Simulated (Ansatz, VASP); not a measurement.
## MoS2 in VASP and in Ansatz

The input POSCAR:

```
MoS2
1.0
    0.0000000000      2.9323968606      2.9323968606
    2.9323968606      0.0000000000      2.9323968606
    2.9323968606      2.9323968606      0.0000000000
Mo S
1 2
Direct
    0.0000000000      0.0000000000      0.0000000000
    0.2500000000      0.2500000000      0.2500000000
    0.7500000000      0.7500000000      0.7500000000
```

INCAR.step1

```
SYSTEM = MoS2
PREC = Accurate ; ENCUT = 520
EDIFF = 1E-5 ; ISMEAR = -1
SIGMA = 0.02 ; LREAL = .False.
LASPH = .True. ; NELM = 60
ALGO = Normal ; ISIF = 2
LWAVE = .True. ; LCHARG = .False.
GGA = PE ; NBANDS = 20
```

Contents of INCAR.step2:

```
SYSTEM = MoS2
PREC = Accurate ; ENCUT = 520
EDIFF = 1E-6 ; ISMEAR = -1
SIGMA = 0.02 ; LREAL = .False.
LASPH = .True. ; NELM = 60
ALGO = Normal ; ISIF = 2
LWAVE = .False. ; LCHARG = .False.
GGA = PE ; LHFCALC = .True.
AEXX = 0.3 ; HFSCREEN = 0.3
PRECFOCK = Normal ; ISTART = 1
NBANDS = 20
```

The input KPOINTS:

```
regular mesh
0
Gamma
  4 4 4
  0 0 0
```

Input for Ansatz:

```yaml
crystal:
  lattice:
    - [0.0, 2.9323968606, 2.9323968606]
    - [2.9323968606, 0.0, 2.9323968606]
    - [2.9323968606, 2.9323968606, 0.0]
  atoms:
    - { symbol: Mo, position: [0.0, 0.0, 0.0] }
    - { symbol: S, position: [0.25, 0.25, 0.25] }
    - { symbol: S, position: [0.75, 0.75, 0.75] }
kpoints:
  mp_grid: { grid: [4, 4, 4] }
hamiltonian:
  xc: { exchange: pbe, correlation: pbe, exx: { coeff: 0.3, omega: 0.3 } }
scf:
  occupations: { method: fermi_dirac, width: 0.02 }
  n_extra_bands: 4
output:
  forces: true
  stress: true
  eigenvalues: true
```

Alike in both runs: task single point; functional PBE-based screened hybrid; k mesh 4 × 4 × 4; occupations fermi-dirac, width 0.02 eV; no spin polarisation.

```csv
,VASP,Ansatz
version,VASP 6.6.1,Ansatz 0.2.0
potentials or method,"VASP PAW PBE potentials, release 64 (Mo_sv, S)",plane waves
plane-wave cutoff (eV),520,420
valence electrons in the cell,26,26
```

|  | VASP | Ansatz | Ansatz less VASP |
| --- | --- | --- | --- |
| pressure (GPa) | -5.0 | -4.8 | +0.20 |

VASP's potentials were made for PBE, not for PBE-based screened hybrid. The functional is the same, so the differences come from potentials, cutoffs and numerics. Ansatz's warnings: filled band counts differ across k points, stress exchange threshold loose, stress scf threshold loose.

The k mesh is coarse, so the values compare programs but aren't converged.
